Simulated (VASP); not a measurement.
# MgS (Fm-3m) in VASP: a series of runs

MgS is run at these levels: PBE+D3(BJ); tasks: single point.

Program: VASP 6.6.1. These are calculated values, not measurements. Logs are shortened: lines on timing, memory, paths and dates and some standing lists are left out, and cuts for length are marked.

## Step 1: The cell of the first run

Symmetry: Fm-3m, No. 225, cubic system. The conventional cell has a = 5.189 Å, b = 5.189 Å, c = 5.189 Å, α = 90.00°, β = 90.00°, γ = 90.00°. Mg (site symmetry m-3m) has 6 S at 2.59 Å within 3.4 Å. S (site symmetry m-3m) has 6 Mg at 2.59 Å within 3.4 Å.

## Step 2: Single point, PBE+D3(BJ) (17.47 Å³/atom)

Input file INCAR:

```
  PREC = Accurate
  ENCUT = 600
  EDIFF = 1E-6
  ISMEAR = 0
  SIGMA = 0.05
  LREAL = F
  LASPH = T
  NELM = 120
  ALGO = Normal
  ISIF = 2
  LWAVE = F
  LCHARG = F
  GGA = PE
  IVDW = 12
  NBANDS = 11
  GGA_COMPAT = F
```

Input file KPOINTS:

```
regular mesh
0
Gamma
  8 8 8
```

Input file POSCAR:

```
MgS
1.0
    0.0000000000      2.5947192412      2.5947192412
    2.5947192412      0.0000000000      2.5947192412
    2.5947192412      2.5947192412      0.0000000000
Mg S
1 1
Direct
    0.0000000000      0.0000000000      0.0000000000
    0.5000000000      0.5000000000      0.5000000000
```

Potentials or basis: VASP PAW PBE potentials, release 64 (Mg, S).

Run with:

```bash
cat potpaw_PBE.64/Mg/POTCAR potpaw_PBE.64/S/POTCAR > POTCAR
mpirun -np 1 vasp_std > vasp.out
```

OUTCAR:

```text
PREC = Accurate
   ENCUT = 600
   EDIFF = 1E-6
   ISMEAR = 0
   LREAL = F
   LASPH = T
   NELM = 120
   ISIF = 2
   GGA = PE
   IVDW = 12
 IVDW          = 12

 ion  position               nearest neighbor table
   1  0.000  0.000  0.000-   2 2.59   2 2.59   2 2.59   2 2.59   2 2.59   2 2.59
   2  0.500  0.500  0.500-   1 2.59   1 2.59   1 2.59   1 2.59   1 2.59   1 2.59

  LATTYP: Found a face centered cubic cell.
 ALAT       =     5.1894384824

  Lattice vectors:

 A1 = (   0.0000000000,   2.5947192412,   2.5947192412)
 A2 = (   2.5947192412,   0.0000000000,   2.5947192412)
 A3 = (   2.5947192412,   2.5947192412,   0.0000000000)

Analysis of symmetry for initial positions (statically):
=====================================================================
 Subroutine PRICEL returns:
 Original cell was already a primitive cell.

 Routine SETGRP: Setting up the symmetry group for a
 face centered cubic supercell.

 Subroutine GETGRP returns: Found 48 space group operations
 (whereof 48 operations were pure point group operations)
 out of a pool of 48 trial point group operations.

The static configuration has the point symmetry O_h .

Analysis of symmetry for dynamics (positions and initial velocities):
=====================================================================
 Subroutine PRICEL returns:
 Original cell was already a primitive cell.

 Routine SETGRP: Setting up the symmetry group for a
 face centered cubic supercell.

 Subroutine GETGRP returns: Found 48 space group operations
 (whereof 48 operations were pure point group operations)
 out of a pool of 48 trial point group operations.

The dynamic configuration has the point symmetry O_h .

 Subroutine INISYM returns: Found 48 space group operations
 (whereof 48 operations are pure point group operations),
 and found     1 'primitive' translations

----------------------------------------------------------------------------------------

                                     Primitive cell

  volume of cell :      34.9382

  direct lattice vectors                    reciprocal lattice vectors
     0.000000000  2.594719241  2.594719241    -0.192699076  0.192699076  0.192699076
     2.594719241  0.000000000  2.594719241     0.192699076 -0.192699076  0.192699076
     2.594719241  2.594719241  0.000000000     0.192699076  0.192699076 -0.192699076

  length of vectors
     3.669487141  3.669487141  3.669487141     0.333764590  0.333764590  0.333764590

  position of ions in fractional coordinates (direct lattice)
     0.000000000  0.000000000  0.000000000
     0.500000000  0.500000000  0.500000000

  ion indices of the primitive-cell ions
   primitive index   ion index
                 1           1
                 2           2

----------------------------------------------------------------------------------------

 KPOINTS: regular mesh

Automatic generation of k-mesh.
 Grid dimensions read from file:
 generate k-points for:    8    8    8

 Generating k-lattice:

  Cartesian coordinates                     Fractional coordinates (reciprocal lattice)
    -0.024087384  0.024087384  0.024087384     0.125000000  0.000000000  0.000000000
     0.024087384 -0.024087384  0.024087384     0.000000000  0.125000000  0.000000000
     0.024087384  0.024087384 -0.024087384     0.000000000  0.000000000  0.125000000

  Length of vectors
     0.041720574  0.041720574  0.041720574

  Shift w.r.t. Gamma in fractional coordinates (k-lattice)
     0.000000000  0.000000000  0.000000000

 Subroutine IBZKPT returns following result:
 ===========================================

 Found     29 irreducible k-points:

 Following reciprocal coordinates:
            Coordinates               Weight
  0.000000  0.000000  0.000000      1.000000
  0.125000  0.000000  0.000000      8.000000
  0.250000  0.000000  0.000000      8.000000
  0.375000  0.000000  0.000000      8.000000
  0.500000  0.000000  0.000000      4.000000
  0.125000  0.125000  0.000000      6.000000
[... 16 lines left out ...]
  0.500000  0.250000  0.125000     48.000000
 -0.375000  0.250000  0.125000     24.000000
 [... further k-points ...]
   k-points           NKPTS =     29   k-points in BZ     NKDIM =     29   number of bands    NBANDS=     11
   number of dos      NEDOS =    301   number of ions     NIONS =      2
   total plane-waves  NPLWV =  27000
   dimension x,y,z NGX =    30 NGY =   30 NGZ =   30
   dimension x,y,z NGXF=    60 NGYF=   60 NGZF=   60
   ions per type =               1   1
   NGX,Y,Z   is equivalent  to a cutoff of  13.59, 13.59, 13.59 a.u.
   NGXF,Y,Z  is equivalent  to a cutoff of  27.18, 27.18, 27.18 a.u.
 SYSTEM =  unknown system
   PREC   = accura    normal or accurate (medium, high low for compatibility)
   ISTART =      0    job   : 0-new  1-cont  2-samecut
   ICHARG =      2    charge: 1-file 2-atom 10-const
   ISPIN  =      1    spin polarized calculation?
   LNONCOLLINEAR =      F non collinear calculations
   LSORBIT =      F    spin-orbit coupling
   LASPH  =      T    aspherical Exc in radial PAW
   ENCUT  =  600.0 eV  44.10 Ry    6.64 a.u.   7.33  7.33  7.33*2*pi/ulx,y,z
   NELM   =    120;   NELMIN=  2; NELMDL= -5     # of ELM steps
   EDIFF  = 0.1E-05   stopping-criterion for ELM
   LREAL  =      F    real-space projection
   EDIFFG = 0.1E-04   stopping-criterion for IOM
   NSW    =      0    number of steps for IOM
   IBRION =     -1    ionic relax: 0-MD 1-quasi-New 2-CG
   NFREE  =      0    steps in history (QN), initial steepest desc. (CG)
   ISIF   =      2    stress and relaxation
   ISYM   =      2    0-nonsym 1-usesym 2-fastsym
   POTIM  = 0.5000    time-step for ionic-motion
   TEBEG  =    0.0;   TEEND  =   0.0 temperature during run
   PSTRESS=    0.0 pullay stress
   NELECT =       8.0000    total number of electrons
   NUPDOWN=      -1.0000    fix difference up-down
   EMIN   =  10.00;   EMAX   =-10.00  energy-range for DOS
   EFERMI =   0.00;   METHOD = LEGACY
   ISMEAR =     0;   SIGMA  =   0.05  broadening in eV -4-tet -1-fermi 0-gaus
   EFERMI_NEDOS =   21; number of points for ismear=-14 and -15
   IALGO  =     38    algorithm
   IMIX   =      4    mixing-type and parameters
     AMIX     =   0.40;   BMIX     =  1.00
     AMIX_MAG =   1.60;   BMIX_MAG =  1.00
  volume/ion in A,a.u.               =      17.47       117.89
  Fermi-wavevector in a.u.,A,eV,Ry     =   1.001547  1.892648 13.647942  1.003095
  Thomas-Fermi vector in A             =   2.133976
   LORBIT       =      0    0 simple, 1 ext, 2 COOP (PROOUT), +10 PAW based schemes
   GGA     = PE    functional components
   LHFCALC =     F    Hartree Fock is set to
   AEXX    =    0.0000 exact exchange contribution
   IVDW    =    12    specifies the selected vdW correction
   LEPSILON=     F    determine dielectric tensor
   LRPA    =     F    only Hartree local field effects (RPA)
 non-spin polarized calculation
 Gauss-broadening in eV      SIGMA  =   0.05
  energy-cutoff  :      600.00
  volume of cell :       34.94
 maximum number of plane-waves:      1211
 NGX is ok and might be reduce to    30
   NGX = 15   NGY = 15   NGZ = 15

 number of electron       7.9999999 magnetization

 Free energy of the ion-electron system (eV)
  ---------------------------------------------------
  ext. energy  EPLUGINS =         0.00000000
  ---------------------------------------------------
  free energy    TOTEN  =        -8.50011597 eV

  energy without entropy =       -8.50011597  energy(sigma->0) =       -8.50011597

 E-fermi :   4.0768     XC(G=0):  -9.7213

 val. band max:        3.7966499057   @ k =   0.0000   0.0000   0.0000
 cond. band min:       6.5895086227   @ k =   0.5000   0.5000   0.0000
 fundamental gap:      2.7928587170
 Fermi energy:         4.0768105057

 k-point     1 :       0.0000    0.0000    0.0000
  band No.  band energies     occupation
      1      -8.9157      2.00000
      2       3.7966      2.00000
      3       3.7966      2.00000
      4       3.7966      2.00000
      5       7.5706      0.00000
      6      11.7460      0.00000
      7      11.7460      0.00000
      8      11.7460      0.00000
      9      14.1550      0.00000
     10      14.1550      0.00000
     11      16.3541      0.00000

 k-point     2 :       0.1250    0.0000    0.0000
  band No.  band energies     occupation
      1      -8.7628      2.00000
      2       2.7441      2.00000
      3       3.6940      2.00000
      4       3.6940      2.00000
      5       8.3686      0.00000
      6      11.4358      0.00000
      7      11.9975      0.00000
      8      11.9975      0.00000
      9      13.5260      0.00000
     10      13.5260      0.00000
     11      16.5542      0.00000

 k-point     3 :       0.2500    0.0000    0.0000
  band No.  band energies     occupation
      1      -8.3486      2.00000
      2       0.9707      2.00000
      3       3.4703      2.00000
      4       3.4703      2.00000
      5       8.7872      0.00000
      6      11.6258      0.00000
      7      11.6258      0.00000
      8      12.1450      0.00000
      9      14.1024      0.00000
     10      14.1024      0.00000
     11      15.7425      0.00000

 k-point     4 :       0.3750    0.0000    0.0000
  band No.  band energies     occupation
      1      -7.8421      2.00000
      2      -0.4883      2.00000
      3       3.2735      2.00000
      4       3.2735      2.00000
      5       8.4988      0.00000
      6      10.9606      0.00000
      7      10.9606      0.00000
      8      13.6466      0.00000
      9      15.4258      0.00000
     10      16.0718      0.00000
     11      16.0718      0.00000

 k-point     5 :       0.5000    0.0000    0.0000
  band No.  band energies     occupation
      1      -7.5899      2.00000
      2      -1.0743      2.00000
      3       3.1983      2.00000
      4       3.1983      2.00000
      5       8.3567      0.00000
      6      10.7138      0.00000
      7      10.7138      0.00000
      8      13.9991      0.00000
      9      15.9962      0.00000
     10      18.2149      0.00000
     11      18.2149      0.00000
[... 211 lines left out ...]
 k-point    21 :       0.5000    0.5000    0.0000
  band No.  band energies     occupation
      1      -7.2126      2.00000
      2      -0.4377      2.00000
      3       2.0967      2.00000
      4       2.0967      2.00000
      5       6.5895      0.00000
      6       8.1681      0.00000
      7      15.8803      0.00000
      8      16.6387      0.00000
      9      17.2524      0.00000
     10      17.2524      0.00000
     11      19.6704      0.00000

 k-point    22 :       0.3750    0.2500    0.1250
  band No.  band energies     occupation
      1      -8.0242      2.00000
      2       0.7053      2.00000
      3       2.3258      2.00000
      4       3.1131      2.00000
      5       9.6277      0.00000
      6      10.2862      0.00000
      7      10.9189      0.00000
      8      13.0300      0.00000
      9      13.9469      0.00000
     10      16.8034      0.00000
     11      18.7496      0.00000

 k-point    23 :       0.5000    0.2500    0.1250
  band No.  band energies     occupation
      1      -7.5960      2.00000
      2      -0.1464      2.00000
      3       1.7829      2.00000
      4       2.7965      2.00000
      5       9.4379      0.00000
      6      10.2064      0.00000
      7      11.6286      0.00000
      8      12.8311      0.00000
      9      15.4996      0.00000
     10      18.1194      0.00000
     11      18.7587      0.00000

 k-point    24 :      -0.3750    0.2500    0.1250
  band No.  band energies     occupation
      1      -7.3909      2.00000
      2      -0.5451      2.00000
      3       1.6384      2.00000
      4       2.6339      2.00000
      5       9.3876      0.00000
      6       9.9237      0.00000
      7      12.2401      0.00000
      8      13.2568      0.00000
      9      16.0984      0.00000
     10      17.1647      0.00000
     11      19.4117      0.00000

 [... further k-points ...]

------------------------ aborting loop because EDIFF is reached ----------------------------------------

 Edisp (eV)   -0.71672

 E8    (eV) :    -0.2885

  FORCE on cell =-STRESS in cart. coord.  units (eV):
  Direction    XX          YY          ZZ          XY          YZ          ZX
  --------------------------------------------------------------------------------------
  -------------------------------------------------------------------------------------
  Total      -0.39815    -0.39815    -0.39815     0.00000    -0.00000    -0.00000
  in kB     -18.25794   -18.25794   -18.25794     0.00000    -0.00000    -0.00000
  external pressure =      -18.26 kB  Pullay stress =        0.00 kB

 VOLUME and BASIS-vectors are now :
 -----------------------------------------------------------------------------
  energy-cutoff  :      600.00
  volume of cell :       34.94
      direct lattice vectors                 reciprocal lattice vectors
     0.000000000  2.594719241  2.594719241    -0.192699076  0.192699076  0.192699076
     2.594719241  0.000000000  2.594719241     0.192699076 -0.192699076  0.192699076
     2.594719241  2.594719241  0.000000000     0.192699076  0.192699076 -0.192699076

 POSITION                                       TOTAL-FORCE (eV/Angst)
 -----------------------------------------------------------------------------------
      0.00000      0.00000      0.00000        -0.000000     -0.000000     -0.000000
      2.59472      2.59472      2.59472         0.000000      0.000000      0.000000
 -----------------------------------------------------------------------------------
    total drift:                               -0.000000     -0.000000      0.000000

  FREE ENERGIE OF THE ION-ELECTRON SYSTEM (eV)
  ---------------------------------------------------
  free  energy   TOTEN  =        -9.2168337702 eV

  energy  without entropy=       -9.2168337702  energy(sigma->0) =       -9.21683377
```

It took 16 s on 1 thread of AMD EPYC 7R43 (Zen 3), shared host; peak memory 0.14 GiB.

What came out:

```
Free energy                : -9.2168 eV
Pressure                   : -1.8 GPa
Band gap on the k mesh     : 2.79 eV (least direct gap 3.77 eV)
Dispersion energy per atom : -0.358 eV
```

## Step 3: Single point, PBE+D3(BJ) (17.81 Å³/atom)

This run uses another cell than the first one, of 17.81 Å³/atom.

Input file INCAR:

```
PREC = Accurate
ENCUT = 600
EDIFF = 1E-6
ISMEAR = 0
SIGMA = 0.05
LREAL = False
LASPH = True
NELM = 120
ALGO = Normal
ISIF = 2
LWAVE = False
LCHARG = False
GGA = PE
IVDW = 12
NBANDS = 11
GGA_COMPAT = False
```

Input file KPOINTS:

```
Automatic mesh
0
Gamma
  8 8 8
```

Input file POSCAR:

```
MgS
1.0
    0.0000000000      2.6115685396      2.6115685396
    2.6115685396      0.0000000000      2.6115685396
    2.6115685396      2.6115685396      0.0000000000
Mg S
1 1
Direct
    0.0000000000      0.0000000000      0.0000000000
    0.5000000000      0.5000000000      0.5000000000
```

Potentials or basis: VASP PAW PBE potentials, release 64 (Mg, S).

Run with:

```bash
cat potpaw_PBE.64/Mg/POTCAR potpaw_PBE.64/S/POTCAR > POTCAR
mpirun -np 1 vasp_std > vasp.out
```

Run time: 15 s. Hardware: 1 thread of AMD EPYC 7R43 (Zen 3), shared host; peak memory 0.14 GiB.

Results (log left out):

```yaml
Free_energy: -9.2060 eV
Pressure: -3.2 GPa
Band_gap_on_the_k_mesh: 2.75 eV (least direct gap 3.62 eV)
Dispersion_energy_per_atom: -0.351 eV
```

Levels at points of the mesh, in eV from the valence-band top:
```
           k point  band 1  band 2  band 3  band 4  band 5  band 6  band 7  band 8
(0.00, 0.00, 0.00)  -12.60    0.00    0.00    0.00    3.62    7.96    7.96    7.96
(0.50, 0.00, 0.00)  -11.33   -4.77   -0.58   -0.58    4.53    6.89    6.89    9.99
(0.50, 0.50, 0.00)  -10.96   -4.13   -1.66   -1.66    2.75    4.43   11.89   12.79
```

Caveat: the cell stands under tension. A k mesh can miss the band edges.
